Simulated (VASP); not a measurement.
# Ge2Sb2Te5 (P-3m1) in VASP: notebook

Runs on Ge2Sb2Te5. Level: PBEsol. Tasks: single point.

Everything below comes from runs of VASP 6.6.1. Logs are shortened: lines on timing, memory, paths and dates and some standing lists are left out, and cuts for length are marked.

**1. The cell of the first run**

The structure is trigonal, space group P-3m1 (No. 164). Conventional cell: a = 4.186 Å, b = 4.186 Å, c = 18.962 Å, α = 90.00°, β = 90.00°, γ = 120.00°. Ge (site symmetry 3m) has 6 Te at 2.80 to 3.19 Å within 3.7 Å. Sb (site symmetry 3m) has 6 Te at 2.99 to 3.15 Å within 3.9 Å. Within 4.2 Å of Te (site symmetry -3m) lie 6 Sb at 3.15 Å and 6 Te at 4.19 Å. Within 3.9 Å of Te (site symmetry 3m) lie 3 Sb at 2.99 Å and 3 Ge at 3.19 Å. Within 3.7 Å of Te (site symmetry 3m) lie 3 Ge at 2.80 Å.

**2. Single point, PBEsol (31.97 Å³/atom)**

INCAR

```
SYSTEM = Ge2Sb2Te5
PREC = Accurate ; ENCUT = 520
EDIFF = 1E-7 ; ISMEAR = 0
SIGMA = 0.1 ; LREAL = .False.
LASPH = .True. ; NELM = 60
ALGO = Normal ; ISIF = 2
LWAVE = .False. ; LCHARG = .True.
GGA = PS ; LELF = .True.
LVHAR = .True. ; NBANDS = 44
```

KPOINTS

```
Automatic mesh
0
Gamma
  12 12 2
  0 0 0
```

POSCAR

```
Ge2Sb2Te5
1.0
    4.1856461943      0.0000000000      0.0000000000
   -2.0928230971      3.6248759355      0.0000000000
    0.0000000000      0.0000000000     18.9616178945
Ge Sb Te
2 2 5
Direct
    0.0000000000      0.0000000000      0.3090841514
    0.0000000000      0.0000000000      0.6909158486
    0.3333333333      0.6666666667      0.1063728478
    0.6666666667      0.3333333333      0.8936271522
    0.0000000000      0.0000000000      0.0000000000
    0.3333333333      0.6666666667      0.8007945870
    0.6666666667      0.3333333333      0.1992054130
    0.3333333333      0.6666666667      0.3835702941
    0.6666666667      0.3333333333      0.6164297059
```

Potentials or basis: VASP PAW PBE potentials, release 64 (Ge_d, Sb, Te).

Launch:

```
cat potpaw_PBE.64/Ge_d/POTCAR potpaw_PBE.64/Sb/POTCAR potpaw_PBE.64/Te/POTCAR > POTCAR
mpirun -np 1 vasp_std > vasp.out
```

OUTCAR:

```text
SYSTEM = Ge2Sb2Te5
   PREC = Accurate
   ENCUT = 520
   EDIFF = 1E-7
   ISMEAR = 0
   LREAL = .False.
   LASPH = .True.
   NELM = 60
   ISIF = 2
   GGA = PS

 ion  position               nearest neighbor table
   1  0.000  0.000  0.309-   8 2.80   8 2.80   8 2.80   7 3.19   7 3.19   7 3.19
   2  0.000  0.000  0.691-   9 2.80   9 2.80   9 2.80   6 3.19   6 3.19   6 3.19
   3  0.333  0.667  0.106-   7 2.99   7 2.99   7 2.99   5 3.15   5 3.15   5 3.15
   4  0.667  0.333  0.894-   6 2.99   6 2.99   6 2.99   5 3.15   5 3.15   5 3.15
   5  0.000  0.000  0.000-   3 3.15   4 3.15   3 3.15   4 3.15   4 3.15   3 3.15
   6  0.333  0.667  0.801-   4 2.99   4 2.99   4 2.99   2 3.19   2 3.19   2 3.19
   7  0.667  0.333  0.199-   3 2.99   3 2.99   3 2.99   1 3.19   1 3.19   1 3.19
   8  0.333  0.667  0.384-   1 2.80   1 2.80   1 2.80
   9  0.667  0.333  0.616-   2 2.80   2 2.80   2 2.80

  LATTYP: Found a hexagonal cell.
 ALAT       =     4.1856461943
 C/A-ratio  =     4.5301530551

  Lattice vectors:

 A1 = (   4.1856461943,   0.0000000000,   0.0000000000)
 A2 = (  -2.0928230971,   3.6248759355,   0.0000000000)
 A3 = (   0.0000000000,   0.0000000000,  18.9616178945)

Analysis of symmetry for initial positions (statically):
=====================================================================
 Subroutine PRICEL returns:
 Original cell was already a primitive cell.

 Routine SETGRP: Setting up the symmetry group for a
 hexagonal supercell.

 Subroutine GETGRP returns: Found 12 space group operations
 (whereof 12 operations were pure point group operations)
 out of a pool of 24 trial point group operations.

The static configuration has the point symmetry D_3d.

Analysis of symmetry for dynamics (positions and initial velocities):
=====================================================================
 Subroutine PRICEL returns:
 Original cell was already a primitive cell.

 Routine SETGRP: Setting up the symmetry group for a
 hexagonal supercell.

 Subroutine GETGRP returns: Found 12 space group operations
 (whereof 12 operations were pure point group operations)
 out of a pool of 24 trial point group operations.

The dynamic configuration has the point symmetry D_3d.

 Subroutine INISYM returns: Found 12 space group operations
 (whereof 12 operations are pure point group operations),
 and found     1 'primitive' translations

----------------------------------------------------------------------------------------

                                     Primitive cell

  volume of cell :     287.6942

  direct lattice vectors                    reciprocal lattice vectors
     4.185646194  0.000000000  0.000000000     0.238911736  0.137935755  0.000000000
    -2.092823097  3.624875935  0.000000000     0.000000000  0.275871511  0.000000000
     0.000000000  0.000000000 18.961617895     0.000000000  0.000000000  0.052738116

  length of vectors
     4.185646194  4.185646194 18.961617895     0.275871511  0.275871511  0.052738116

  position of ions in fractional coordinates (direct lattice)
     0.000000000  0.000000000  0.309084151
     0.000000000  0.000000000  0.690915849
     0.333333333  0.666666667  0.106372848
     0.666666667  0.333333333  0.893627152
     0.000000000  0.000000000  0.000000000
     0.333333333  0.666666667  0.800794587
     0.666666667  0.333333333  0.199205413
     0.333333333  0.666666667  0.383570294
     0.666666667  0.333333333  0.616429706

  ion indices of the primitive-cell ions
   primitive index   ion index
                 1           1
                 2           2
                 3           3
                 4           4
                 5           5
                 6           6
                 7           7
                 8           8
                 9           9

----------------------------------------------------------------------------------------

 KPOINTS: Automatic mesh

Automatic generation of k-mesh.
 Grid dimensions read from file:
 generate k-points for:   12   12    2

 Generating k-lattice:

  Cartesian coordinates                     Fractional coordinates (reciprocal lattice)
     0.019909311  0.011494646  0.000000000     0.083333333  0.000000000  0.000000000
     0.000000000  0.022989293  0.000000000     0.000000000  0.083333333  0.000000000
     0.000000000  0.000000000  0.026369058     0.000000000  0.000000000  0.500000000

  Length of vectors
     0.022989293  0.022989293  0.026369058

  Shift w.r.t. Gamma in fractional coordinates (k-lattice)
     0.000000000  0.000000000  0.000000000

 Subroutine IBZKPT returns following result:
 ===========================================

 Found     38 irreducible k-points:

 Following reciprocal coordinates:
            Coordinates               Weight
  0.000000  0.000000  0.000000      1.000000
  0.083333 -0.000000  0.000000      6.000000
  0.166667  0.000000  0.000000      6.000000
  0.250000 -0.000000  0.000000      6.000000
  0.333333  0.000000  0.000000      6.000000
  0.416667 -0.000000  0.000000      6.000000
[... 16 lines left out ...]
  0.250000 -0.000000  0.500000      6.000000
  0.333333  0.000000  0.500000      6.000000
 [... further k-points ...]
   k-points           NKPTS =     38   k-points in BZ     NKDIM =     38   number of bands    NBANDS=     44
   number of dos      NEDOS =    301   number of ions     NIONS =      9
   total plane-waves  NPLWV = 147456
   dimension x,y,z NGX =    32 NGY =   32 NGZ =  144
   dimension x,y,z NGXF=    64 NGYF=   64 NGZF=  288
   ions per type =               2   2   5
   NGX,Y,Z   is equivalent  to a cutoff of  12.71, 12.71, 12.63 a.u.
   NGXF,Y,Z  is equivalent  to a cutoff of  25.42, 25.42, 25.25 a.u.
 SYSTEM =  Ge2Sb2Te5
   PREC   = accura    normal or accurate (medium, high low for compatibility)
   ISTART =      0    job   : 0-new  1-cont  2-samecut
   ICHARG =      2    charge: 1-file 2-atom 10-const
   ISPIN  =      1    spin polarized calculation?
   LNONCOLLINEAR =      F non collinear calculations
   LSORBIT =      F    spin-orbit coupling
   LASPH  =      T    aspherical Exc in radial PAW
   ENCUT  =  520.0 eV  38.22 Ry    6.18 a.u.   7.78  7.78 35.26*2*pi/ulx,y,z
   NELM   =     60;   NELMIN=  2; NELMDL= -5     # of ELM steps
   EDIFF  = 0.1E-06   stopping-criterion for ELM
   LREAL  =      F    real-space projection
   EDIFFG = 0.1E-05   stopping-criterion for IOM
   NSW    =      0    number of steps for IOM
   IBRION =     -1    ionic relax: 0-MD 1-quasi-New 2-CG
   NFREE  =      0    steps in history (QN), initial steepest desc. (CG)
   ISIF   =      2    stress and relaxation
   ISYM   =      2    0-nonsym 1-usesym 2-fastsym
   POTIM  = 0.5000    time-step for ionic-motion
   TEBEG  =    0.0;   TEEND  =   0.0 temperature during run
   PSTRESS=    0.0 pullay stress
   NELECT =      68.0000    total number of electrons
   NUPDOWN=      -1.0000    fix difference up-down
   EMIN   =  10.00;   EMAX   =-10.00  energy-range for DOS
   EFERMI =   0.00;   METHOD = LEGACY
   ISMEAR =     0;   SIGMA  =   0.10  broadening in eV -4-tet -1-fermi 0-gaus
   EFERMI_NEDOS =   21; number of points for ismear=-14 and -15
   IALGO  =     38    algorithm
   IMIX   =      4    mixing-type and parameters
     AMIX     =   0.40;   BMIX     =  1.00
     AMIX_MAG =   1.60;   BMIX_MAG =  1.00
  volume/ion in A,a.u.               =      31.97       215.72
  Fermi-wavevector in a.u.,A,eV,Ry     =   1.012203  1.912786 13.939905  1.024554
  Thomas-Fermi vector in A             =   2.145298
   LORBIT       =      0    0 simple, 1 ext, 2 COOP (PROOUT), +10 PAW based schemes
   GGA     = PS    functional components
   LHFCALC =     F    Hartree Fock is set to
   AEXX    =    0.0000 exact exchange contribution
   IVDW    =     0    specifies the selected vdW correction
   LEPSILON=     F    determine dielectric tensor
   LRPA    =     F    only Hartree local field effects (RPA)
 non-spin polarized calculation
 Gauss-broadening in eV      SIGMA  =   0.10
  energy-cutoff  :      520.00
  volume of cell :      287.69
 maximum number of plane-waves:      7782
 NGX is ok and might be reduce to    32
   NGX = 15   NGY = 15   NGZ = 71

 number of electron      68.0000012 magnetization

 Free energy of the ion-electron system (eV)
  ---------------------------------------------------
  ext. energy  EPLUGINS =         0.00000000
  ---------------------------------------------------
  free energy    TOTEN  =       -37.29037122 eV

  energy without entropy =      -37.28898849  energy(sigma->0) =      -37.28967986

 E-fermi :   5.6223     XC(G=0):  -9.1696

 val. band max:        5.5136972629   @ k =   0.0833   0.0833   0.0000
 cond. band min:       5.6451343958   @ k =   0.0000   0.0000   0.0000
 fundamental gap:      0.1314371329
 Fermi energy:         5.6222756978

 k-point     1 :       0.0000    0.0000    0.0000
  band No.  band energies     occupation
      1     -19.1008      2.00000
      2     -19.1008      2.00000
      3     -19.1008      2.00000
      4     -19.1008      2.00000
      5     -19.0859      2.00000
      6     -19.0859      2.00000
[... 36 lines left out ...]
     43       7.7508      0.00000
     44       7.9916      0.00000

 k-point     2 :       0.0833   -0.0000    0.0000
  band No.  band energies     occupation
      1     -19.1009      2.00000
      2     -19.1009      2.00000
      3     -19.1006      2.00000
      4     -19.1006      2.00000
      5     -19.0860      2.00000
      6     -19.0860      2.00000
[... 36 lines left out ...]
     43       7.9179      0.00000
     44       8.1178      0.00000

 k-point     3 :       0.1667    0.0000    0.0000
  band No.  band energies     occupation
      1     -19.1014      2.00000
      2     -19.1014      2.00000
      3     -19.1000      2.00000
      4     -19.1000      2.00000
      5     -19.0864      2.00000
      6     -19.0864      2.00000
[... 976 lines left out ...]
     43       8.6791      0.00000
     44       8.7500      0.00000

 k-point    24 :       0.3333    0.0000    0.5000
  band No.  band energies     occupation
      1     -19.1026      2.00000
      2     -19.1026      2.00000
      3     -19.0985      2.00000
      4     -19.0985      2.00000
      5     -19.0872      2.00000
      6     -19.0872      2.00000
[... 36 lines left out ...]
     43       8.6343      0.00000
     44       8.9532      0.00000

 [... further k-points ...]

------------------------ aborting loop because EDIFF is reached ----------------------------------------

  FORCE on cell =-STRESS in cart. coord.  units (eV):
  Direction    XX          YY          ZZ          XY          YZ          ZX
  --------------------------------------------------------------------------------------
  -------------------------------------------------------------------------------------
  Total       -0.6594703     -0.6594703     -0.6605012     -0.0000000      0.0000000     -0.0000000
  in kB       -3.6726098     -3.6726098     -3.6783507     -0.0000000      0.0000000     -0.0000000
  external PRESSURE =      -3.6745234 kB  Pullay stress =       0.0000000 kB

 VOLUME and BASIS-vectors are now :
 -----------------------------------------------------------------------------
  energy-cutoff  :      520.00
  volume of cell :      287.69
      direct lattice vectors                 reciprocal lattice vectors
     4.185646194  0.000000000  0.000000000     0.238911736  0.137935755  0.000000000
    -2.092823097  3.624875935  0.000000000     0.000000000  0.275871511  0.000000000
     0.000000000  0.000000000 18.961617895     0.000000000  0.000000000  0.052738116

 POSITION                                       TOTAL-FORCE (eV/Angst)
 -----------------------------------------------------------------------------------
      0.00000      0.00000      5.86074         0.000000     -0.000000     -0.020063
      0.00000      0.00000     13.10088         0.000000      0.000000      0.020063
     -0.00000      2.41658      2.01700         0.000000     -0.000000     -0.020848
      2.09282      1.20829     16.94462         0.000000      0.000000      0.020848
      0.00000      0.00000      0.00000         0.000000      0.000000      0.000000
     -0.00000      2.41658     15.18436        -0.000000      0.000000     -0.026434
      2.09282      1.20829      3.77726         0.000000      0.000000      0.026434
     -0.00000      2.41658      7.27311        -0.000000      0.000000      0.017081
      2.09282      1.20829     11.68850        -0.000000     -0.000000     -0.017081
 -----------------------------------------------------------------------------------
    total drift:                               -0.000000     -0.000000      0.000000

  FREE ENERGIE OF THE ION-ELECTRON SYSTEM (eV)
  ---------------------------------------------------
  free  energy   TOTEN  =       -37.2903712220 eV

  energy  without entropy=      -37.2889884907  energy(sigma->0) =      -37.28967986
```

Run time: 32 min. Hardware: 1 thread of Intel Xeon 8259CL, shared host; peak memory 0.67 GiB.

Results:

```
Free energy            : -37.2904 eV
Pressure               : -0.4 GPa
Largest force          : 0.026 eV/Å
Band gap on the k mesh : 0.13 eV (least direct gap 0.32 eV)
```

Forces on the atoms (eV/Å):
```
Ge   0.000  0.000 -0.020
Ge   0.000  0.000  0.020
Sb   0.000  0.000 -0.021
Sb   0.000  0.000  0.021
Te   0.000  0.000  0.000
Te   0.000  0.000 -0.026
Te   0.000  0.000  0.026
Te   0.000  0.000  0.017
Te   0.000  0.000 -0.017
```

Caveat: semilocal functionals underestimate gaps, and a narrow one can read as zero; the PAW data sets were made with another functional, which shifts forces and pressure a little; spin-orbit coupling is left out, which moves the levels of the heavy elements; this functional lacks dispersion, which binds layers or chains, so the pressure and a relaxed spacing across them are unreliable. A k mesh can miss the band edges.

**3. Single point, PBEsol**

This run uses another cell than the first one, of 29.06 Å³/atom.

INCAR

```
SYSTEM = Ge2Sb2Te5
ALGO = Normal
EDIFF = 1E-7
ENCUT = 520
GGA = PS
ISIF = 2
ISMEAR = 0
LASPH = .True.
LCHARG = .False.
LREAL = .False.
LWAVE = .False.
NBANDS = 44
NELM = 60
PREC = Accurate
SIGMA = 0.1
```

KPOINTS

```
k-points
0
Gamma
  12 12 2
  0 0 0
```

POSCAR

```
Ge2Sb2Te5
1.0
    4.2017340030      0.0000000000      0.0000000000
   -2.1008670015      3.6388083866      0.0000000000
    0.0000000000      0.0000000000     17.1060849973
Ge Sb Te
2 2 5
Direct
    0.0000000000      0.0000000000      0.3381076148
    0.0000000000      0.0000000000      0.6618923852
    0.3333333333      0.6666666667      0.1166940764
    0.6666666667      0.3333333333      0.8833059236
    0.0000000000      0.0000000000      0.0000000000
    0.3333333333      0.6666666667      0.7810582580
    0.6666666667      0.3333333333      0.2189417420
    0.3333333333      0.6666666667      0.4206821847
    0.6666666667      0.3333333333      0.5793178153
```

Potentials or basis: VASP PAW PBE potentials, release 64 (Ge_d, Sb, Te).

Launch:

```
cat potpaw_PBE.64/Ge_d/POTCAR potpaw_PBE.64/Sb/POTCAR potpaw_PBE.64/Te/POTCAR > POTCAR
mpirun -np 1 vasp_std > vasp.out
```

Run time: 12 min. Hardware: 1 thread of Intel Xeon Platinum 8488C (Sapphire Rapids), shared host; peak memory 0.59 GiB.

The run converged. Its results:

| Item | Value |
| --- | --- |
| Free energy | -37.4295 eV |
| Pressure | 0.1 GPa |
| Largest force | 0.027 eV/Å |
| Band gap on the k mesh | zero (bands 34 and 35 overlap by 0.04 eV) |

Forces on the atoms (eV/Å):
```
Ge   0.000  0.000 -0.018
Ge   0.000  0.000  0.018
Sb   0.000  0.000 -0.024
Sb   0.000  0.000  0.024
Te   0.000  0.000  0.000
Te   0.000  0.000 -0.027
Te   0.000  0.000  0.027
Te   0.000  0.000  0.020
Te   0.000  0.000 -0.020
```

Levels at points of the mesh, in eV from the Fermi level:
```csv
k point,band 31,band 32,band 33,band 34,band 35,band 36,band 37,band 38
"(0.00, 0.00, 0.00)",-1.47,-1.32,-1.02,-0.11,0.01,0.01,0.54,0.97
"(0.50, 0.00, 0.00)",-2.02,-1.91,-1.22,-1.13,0.21,0.57,0.60,1.43
"(0.00, 0.00, 0.50)",-1.54,-1.54,-0.94,-0.12,0.06,0.06,0.56,0.82
"(0.50, 0.00, 0.50)",-2.34,-2.07,-1.71,-0.49,-0.02,0.39,0.99,1.60
```

Caveat: the PAW data sets were made with another functional, which shifts forces and pressure a little; spin-orbit coupling is left out, which moves the levels of the heavy elements.
